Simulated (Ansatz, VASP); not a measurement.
**SiO2 in VASP and in Ansatz**

```
CELL_PARAMETERS angstrom
3.96121 0.00000 0.00000
0.00000 3.96121 0.00000
0.00000 0.00000 2.57665
ATOMIC_POSITIONS crystal
Si 0.00000 0.00000 0.00000
Si 0.50000 0.50000 0.50000
O 0.30210 0.30210 0.00000
O 0.69790 0.69790 0.00000
O 0.80210 0.19790 0.50000
O 0.19790 0.80210 0.50000
```

Change from the starting cell: volume scaled by 0.88, LAPW.

Alike in both runs: task single point; functional LDA; k mesh 8 × 8 × 11; occupations fermi-dirac, width 0.08 eV; no spin polarisation.

```csv
,VASP,Ansatz
version,VASP 6.6.1,Ansatz 0.2.0
potentials or method,"VASP PAW LDA potentials, release 64 (Si, O), cutoff 600 eV","all-electron LAPW, scalar-relativistic"
```

VASP gave:

- gap on the k mesh at the Fermi level (eV): 6.63
- pressure (GPa): 54.4
- traceless stress, the component that is largest in VASP (GPa): 0.58
- rms of the force components (eV/Å): 0.011

Task: Which values does Ansatz return?

Result: gap on the k mesh at the Fermi level (eV): 6.65; pressure (GPa): 53.3; traceless stress, the component that is largest in VASP (GPa): 0.05; rms of the force components (eV/Å): 0.002.

LDA's correlation is that of Perdew and Zunger in VASP and of Perdew and Wang (1992) in Ansatz. Atom by atom the forces differ by 0.014 eV/Å (rms over components). Both programs put the cell under a high pressure, so it lies far from rest at this level. Ansatz ran all-electron here, and VASP with PAW potentials.
